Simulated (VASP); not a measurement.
# PIr (rocksalt type) (Fm-3m) in VASP: further runs

The runs below take PIr (rocksalt type) through density of states, with LDA.

Everything below comes from runs of VASP 6.6.1. Logs are shortened: lines on timing, memory, paths and dates and some standing lists are left out, and cuts for length are marked.

### 1 The cell of the first run

The structure is cubic, space group Fm-3m (No. 225). The conventional cell has a = 4.685 Å, b = 4.685 Å, c = 4.685 Å, α = 90.00°, β = 90.00°, γ = 90.00°. Within 3.1 Å of Ir (site symmetry m-3m) lie 6 P at 2.34 Å. Within 3.1 Å of P (site symmetry m-3m) lie 6 Ir at 2.34 Å.

### 2 Density of states, LDA (volume scaled by 0.9)

Contents of POSCAR:

```
PIr
1.0
    0.0000000000      2.3426303038      2.3426303038
    2.3426303038      0.0000000000      2.3426303038
    2.3426303038      2.3426303038      0.0000000000
Ir P
1 1
Direct
    0.0000000000      0.0000000000      0.0000000000
    0.5000000000      0.5000000000      0.5000000000
```

Contents of INCAR.step1:

```
  PREC = Accurate
  ENCUT = 400
  EDIFF = 1E-6
  ISMEAR = -1
  SIGMA = 0.08
  LREAL = F
  LASPH = T
  NELM = 120
  ALGO = Normal
  ISIF = 2
  LWAVE = F
  LCHARG = T
  LMAXMIX = 4
  NBANDS = 14
  GGA_COMPAT = F
  NEDOS = 2001
  LORBIT = 11
```

Contents of KPOINTS.step1:

```
regular mesh
0
Gamma
  14 14 14
```

Contents of INCAR.step2:

```
  PREC = Accurate
  ENCUT = 400
  EDIFF = 1E-6
  ISMEAR = -5
  SIGMA = 0.08
  LREAL = F
  LASPH = T
  NELM = 120
  ALGO = Normal
  ISIF = 2
  LWAVE = F
  LCHARG = F
  LMAXMIX = 4
  LORBIT = 11
  NBANDS = 14
  NEDOS = 1001
  ICHARG = 11
  GGA_COMPAT = F
```

Contents of KPOINTS.step2:

```
regular mesh
0
Gamma
  21 21 21
```

Potentials or basis: VASP PAW LDA potentials, release 64 (Ir, P).

Launch:

```bash
> cat potpaw_LDA.64/Ir/POTCAR potpaw_LDA.64/P/POTCAR > POTCAR
> cp INCAR.step1 INCAR
> cp KPOINTS.step1 KPOINTS
> mpirun -np 1 vasp_std > vasp.out
> cp INCAR.step2 INCAR
> cp KPOINTS.step2 KPOINTS
> mpirun -np 1 vasp_std > vasp.out
```

OUTCAR:

```text
PREC = Accurate
   ENCUT = 400
   EDIFF = 1E-6
   ISMEAR = -5
   LREAL = F
   LASPH = T
   NELM = 120
   ISIF = 2
   LORBIT = 11
   ICHARG = 11

 ion  position               nearest neighbor table
   1  0.000  0.000  0.000-   2 2.34   2 2.34   2 2.34   2 2.34   2 2.34   2 2.34
   2  0.500  0.500  0.500-   1 2.34   1 2.34   1 2.34   1 2.34   1 2.34   1 2.34

  LATTYP: Found a face centered cubic cell.
 ALAT       =     4.6852606076

  Lattice vectors:

 A1 = (   0.0000000000,   2.3426303038,   2.3426303038)
 A2 = (   2.3426303038,   0.0000000000,   2.3426303038)
 A3 = (   2.3426303038,   2.3426303038,   0.0000000000)

Analysis of symmetry for initial positions (statically):
=====================================================================
 Subroutine PRICEL returns:
 Original cell was already a primitive cell.

 Routine SETGRP: Setting up the symmetry group for a
 face centered cubic supercell.

 Subroutine GETGRP returns: Found 48 space group operations
 (whereof 48 operations were pure point group operations)
 out of a pool of 48 trial point group operations.

The static configuration has the point symmetry O_h .

Analysis of symmetry for dynamics (positions and initial velocities):
=====================================================================
 Subroutine PRICEL returns:
 Original cell was already a primitive cell.

 Routine SETGRP: Setting up the symmetry group for a
 face centered cubic supercell.

 Subroutine GETGRP returns: Found 48 space group operations
 (whereof 48 operations were pure point group operations)
 out of a pool of 48 trial point group operations.

The dynamic configuration has the point symmetry O_h .

 Subroutine INISYM returns: Found 48 space group operations
 (whereof 48 operations are pure point group operations),
 and found     1 'primitive' translations

----------------------------------------------------------------------------------------

                                     Primitive cell

  volume of cell :      25.7123

  direct lattice vectors                    reciprocal lattice vectors
     0.000000000  2.342630304  2.342630304    -0.213435299  0.213435299  0.213435299
     2.342630304  0.000000000  2.342630304     0.213435299 -0.213435299  0.213435299
     2.342630304  2.342630304  0.000000000     0.213435299  0.213435299 -0.213435299

  length of vectors
     3.312979547  3.312979547  3.312979547     0.369680782  0.369680782  0.369680782

  position of ions in fractional coordinates (direct lattice)
     0.000000000  0.000000000  0.000000000
     0.500000000  0.500000000  0.500000000

  ion indices of the primitive-cell ions
   primitive index   ion index
                 1           1
                 2           2

----------------------------------------------------------------------------------------

 KPOINTS: regular mesh

Automatic generation of k-mesh.
 Grid dimensions read from file:
 generate k-points for:   21   21   21

 Generating k-lattice:

  Cartesian coordinates                     Fractional coordinates (reciprocal lattice)
    -0.010163586  0.010163586  0.010163586     0.047619048  0.000000000  0.000000000
     0.010163586 -0.010163586  0.010163586     0.000000000  0.047619048  0.000000000
     0.010163586  0.010163586 -0.010163586     0.000000000  0.000000000  0.047619048

  Length of vectors
     0.017603847  0.017603847  0.017603847

  Shift w.r.t. Gamma in fractional coordinates (k-lattice)
     0.000000000  0.000000000  0.000000000

 TETIRR: Found   1276 inequivalent tetrahedra from    55566

 Subroutine IBZKPT returns following result:
 ===========================================

 Found    286 irreducible k-points:

 Following reciprocal coordinates:
            Coordinates               Weight
  0.000000  0.000000  0.000000      1.000000
  0.047619  0.000000  0.000000      8.000000
  0.095238  0.000000  0.000000      8.000000
  0.142857  0.000000  0.000000      8.000000
  0.190476  0.000000  0.000000      8.000000
  0.238095  0.000000  0.000000      8.000000
[... 16 lines left out ...]
 -0.428571  0.047619  0.000000     24.000000
 -0.380952  0.047619  0.000000     24.000000
 [... further k-points ...]
   k-points           NKPTS =    286   k-points in BZ     NKDIM =    286   number of bands    NBANDS=     14
   number of dos      NEDOS =   1001   number of ions     NIONS =      2
   total plane-waves  NPLWV =  13824
   dimension x,y,z NGX =    24 NGY =   24 NGZ =   24
   dimension x,y,z NGXF=    48 NGYF=   48 NGZF=   48
   ions per type =               1   1
   NGX,Y,Z   is equivalent  to a cutoff of  12.04, 12.04, 12.04 a.u.
   NGXF,Y,Z  is equivalent  to a cutoff of  24.09, 24.09, 24.09 a.u.
 SYSTEM =  unknown system
   PREC   = accura    normal or accurate (medium, high low for compatibility)
   ISTART =      0    job   : 0-new  1-cont  2-samecut
   ICHARG =     11    charge: 1-file 2-atom 10-const
   ISPIN  =      1    spin polarized calculation?
   LNONCOLLINEAR =      F non collinear calculations
   LSORBIT =      F    spin-orbit coupling
   LASPH  =      T    aspherical Exc in radial PAW
   ENCUT  =  400.0 eV  29.40 Ry    5.42 a.u.   5.40  5.40  5.40*2*pi/ulx,y,z
   NELM   =    120;   NELMIN=  2; NELMDL=  0     # of ELM steps
   EDIFF  = 0.1E-05   stopping-criterion for ELM
   LREAL  =      F    real-space projection
   EDIFFG = 0.1E-04   stopping-criterion for IOM
   NSW    =      0    number of steps for IOM
   IBRION =     -1    ionic relax: 0-MD 1-quasi-New 2-CG
   NFREE  =      0    steps in history (QN), initial steepest desc. (CG)
   ISIF   =      2    stress and relaxation
   ISYM   =      2    0-nonsym 1-usesym 2-fastsym
   POTIM  = 0.5000    time-step for ionic-motion
   TEBEG  =    0.0;   TEEND  =   0.0 temperature during run
   PSTRESS=    0.0 pullay stress
   NELECT =      14.0000    total number of electrons
   NUPDOWN=      -1.0000    fix difference up-down
   EMIN   =  10.00;   EMAX   =-10.00  energy-range for DOS
   EFERMI =   0.00;   METHOD = LEGACY
   ISMEAR =    -5;   SIGMA  =   0.08  broadening in eV -4-tet -1-fermi 0-gaus
   EFERMI_NEDOS =   21; number of points for ismear=-14 and -15
   IALGO  =     38    algorithm
   IMIX   =      4    mixing-type and parameters
     AMIX     =   0.40;   BMIX     =  1.00
     AMIX_MAG =   1.60;   BMIX_MAG =  1.00
  volume/ion in A,a.u.               =      12.86        86.76
  Fermi-wavevector in a.u.,A,eV,Ry     =   1.336812  2.526209 24.314523  1.787067
  Thomas-Fermi vector in A             =   2.465410
   LORBIT       =     11    0 simple, 1 ext, 2 COOP (PROOUT), +10 PAW based schemes
   GGA     = CA    functional components
   LHFCALC =     F    Hartree Fock is set to
   AEXX    =    0.0000 exact exchange contribution
   IVDW    =     0    specifies the selected vdW correction
   LEPSILON=     F    determine dielectric tensor
   LRPA    =     F    only Hartree local field effects (RPA)
 non-spin polarized calculation
 Fermi weights with tetrahedron method with Bloechl corrections
  energy-cutoff  :      400.00
  volume of cell :       25.71
 maximum number of plane-waves:       489
 NGX is ok and might be reduce to    24

 number of electron      13.9999999 magnetization

 Free energy of the ion-electron system (eV)
  ---------------------------------------------------
  ext. energy  EPLUGINS =         0.00000000
  ---------------------------------------------------
  free energy    TOTEN  =       -15.93954633 eV

  energy without entropy =      -15.93954633  energy(sigma->0) =      -15.93954633

 E-fermi :  11.3356     XC(G=0): -13.2727

 val. band max:       11.3664835277   @ k =   0.4286   0.2857   0.1429
 cond. band min:      11.3167913000   @ k =   0.1905   0.0952   0.0000
 fundamental gap:     -0.0496922277
 Fermi energy:        11.3355798346

 k-point     1 :       0.0000    0.0000    0.0000
  band No.  band energies     occupation
      1      -4.1959      2.00000
      2       7.1990      2.00000
      3       7.1990      2.00000
      4       7.1990      2.00000
      5       7.4024      2.00000
      6       7.4024      2.00000
      7      11.5311      0.00000
      8      11.5311      0.00000
      9      11.5311      0.00000
     10      19.2274      0.00000
     11      21.0212      0.00000
     12      25.1866      0.00000
     13      25.1866      0.00000
     14      25.1866      0.00000

 k-point     2 :       0.0476    0.0000    0.0000
  band No.  band energies     occupation
      1      -4.1454      2.00000
      2       7.1186      2.00000
      3       7.1894      2.00000
      4       7.1894      2.00000
      5       7.3359      2.00000
      6       7.3359      2.00000
      7      11.4425      0.00141
      8      11.7039      0.00000
      9      11.7039      0.00000
     10      19.4035      0.00000
     11      21.0705      0.00000
     12      24.9593      0.00000
     13      25.0651      0.00000
     14      25.0651      0.00000

 k-point     3 :       0.0952    0.0000    0.0000
  band No.  band energies     occupation
      1      -3.9944      2.00000
      2       6.8780      2.00000
      3       6.9459      2.00000
      4       6.9459      2.00000
      5       7.4008      2.00000
      6       7.4008      2.00000
      7      11.2195      1.75809
      8      12.1703      0.00000
      9      12.1703      0.00000
     10      19.8674      0.00000
     11      21.1561      0.00000
     12      24.4846      0.00000
     13      24.6849      0.00000
     14      24.6849      0.00000

 k-point     4 :       0.1429    0.0000    0.0000
  band No.  band energies     occupation
      1      -3.7458      2.00000
      2       6.4816      2.00000
      3       6.5669      2.00000
      4       6.5669      2.00000
      5       7.5878      2.00000
      6       7.5878      2.00000
      7      10.9527      2.00000
      8      12.8319      0.00000
      9      12.8319      0.00000
     10      20.3074      0.00000
     11      21.2325      0.00000
     12      24.0347      0.00000
     13      24.0347      0.00000
     14      24.2316      0.00000

 k-point     5 :       0.1905    0.0000    0.0000
  band No.  band energies     occupation
      1      -3.4039      2.00000
      2       5.9454      2.00000
      3       6.1649      2.00000
      4       6.1649      2.00000
      5       7.8468      2.00000
      6       7.8468      2.00000
      7      10.7212      2.00000
      8      13.6103      0.00000
      9      13.6103      0.00000
     10      19.9083      0.00000
     11      21.8444      0.00000
[... 276 lines left out ...]
 k-point    22 :      -0.4762    0.0476    0.0000
  band No.  band energies     occupation
      1      -0.1401      2.00000
      2       1.7631      2.00000
      3       4.7408      2.00000
      4       4.7474      2.00000
      5       9.6554      2.00000
      6       9.6558      2.00000
      7      10.7683      2.00000
      8      15.2451      0.00000
      9      17.2832      0.00000
     10      17.5323      0.00000
     11      19.0874      0.00000
     12      19.1786      0.00000
     13      24.5954      0.00000
     14      24.9254      0.00000

 k-point    23 :      -0.4286    0.0476    0.0000
  band No.  band energies     occupation
      1      -0.4860      2.00000
      2       2.1413      2.00000
      3       4.7703      2.00000
      4       4.8135      2.00000
      5       9.4958      2.00000
      6       9.6105      2.00000
      7      10.7300      2.00000
      8      15.4575      0.00000
      9      16.7798      0.00000
     10      18.1497      0.00000
     11      18.6273      0.00000
     12      19.4706      0.00000
     13      24.8583      0.00000
     14      24.8806      0.00000

 k-point    24 :      -0.3810    0.0476    0.0000
  band No.  band energies     occupation
      1      -1.0635      2.00000
      2       2.7992      2.00000
      3       4.8656      2.00000
      4       4.9578      2.00000
      5       9.2198      2.00000
      6       9.4170      2.00000
      7      10.6590      2.00000
      8      15.9020      0.00000
      9      16.3088      0.00000
     10      17.9318      0.00000
     11      18.9586      0.00000
     12      19.7990      0.00000
     13      24.9779      0.00000
     14      25.1730      0.00000

 [... further k-points ...]
[... 5 lines left out ...]
  --------------------------------------------------------------------------------------
  -------------------------------------------------------------------------------------
  Total        5.5928085      5.5928085      5.5928085      0.0000000     -0.0000000      0.0000000
  in kB      348.4971788    348.4971788    348.4971788      0.0000000     -0.0000000      0.0000000
  external PRESSURE =     348.4971788 kB  Pullay stress =       0.0000000 kB

 VOLUME and BASIS-vectors are now :
 -----------------------------------------------------------------------------
  energy-cutoff  :      400.00
  volume of cell :       25.71
      direct lattice vectors                 reciprocal lattice vectors
     0.000000000  2.342630304  2.342630304    -0.213435299  0.213435299  0.213435299
     2.342630304  0.000000000  2.342630304     0.213435299 -0.213435299  0.213435299
     2.342630304  2.342630304  0.000000000     0.213435299  0.213435299 -0.213435299

 POSITION                                       TOTAL-FORCE (eV/Angst)
 -----------------------------------------------------------------------------------
      0.00000      0.00000      0.00000         0.000000      0.000000      0.000000
      2.34263      2.34263      2.34263        -0.000000     -0.000000     -0.000000
 -----------------------------------------------------------------------------------
    total drift:                                0.000000     -0.000000     -0.000000

  FREE ENERGIE OF THE ION-ELECTRON SYSTEM (eV)
  ---------------------------------------------------
  free  energy   TOTEN  =       -15.9395463256 eV

  energy  without entropy=      -15.9395463256  energy(sigma->0) =      -15.93954633

 total charge

# of ion       s       p       d       tot
------------------------------------------
    1        0.805   0.644   7.486   8.935
    2        1.028   1.470   0.000   2.498
--------------------------------------------------
tot          1.833   2.114   7.486  11.433
```

Wall time 28 s (1 thread of Intel Xeon 6975P-C (Granite Rapids), shared host); peak memory 0.19 GiB.

Results:

```
Valence electrons inside the program's atomic spheres : Ir 8.94; P 2.50
```

Levels at points of the mesh, in eV from the Fermi level:
```tsv
k point	band 5	band 6	band 7	band 8	band 9	band 10
(0.00, 0.00, 0.00)	-3.93	-3.93	0.20	0.20	0.20	7.89
```

Caveat: spin-orbit coupling is left out, which moves the levels of the heavy elements; tetrahedron occupations give inexact forces and stress in metals.

[end of part 1 of 2]
